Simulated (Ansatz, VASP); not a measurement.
# One calculation of Bi, two programs

```xyz
1
Lattice="-2.0349 2.0349 2.0349 2.0349 -2.0349 2.0349 2.0349 2.0349 -2.0349" Properties=species:S:1:pos:R:3 pbc="T T T"
Bi    0.0000    0.0000    0.0000
```

Alike in both runs: task single point; functional PBE; k mesh 16 × 16 × 16; occupations gaussian, width 0.1 eV; no spin polarisation.

```csv
,VASP,Ansatz
version,VASP 6.6.1,Ansatz 0.2.0
potentials or method,"VASP PAW PBE potentials, release 64 (Bi_d), cutoff 520 eV","scalar-relativistic, plane waves, PAW"
valence electrons in the cell,15,15
```

```tsv
	VASP	Ansatz	Ansatz less VASP
gap on the k mesh at the Fermi level (eV)	none	none	-
pressure (GPa)	-2.9	-2.8	+0.06
```

A gap of «none» marks a metal or a gap that the smearing closes. The functional is the same, so the differences come from potentials, cutoffs and numerics.

Neither program's run includes spin-orbit coupling.
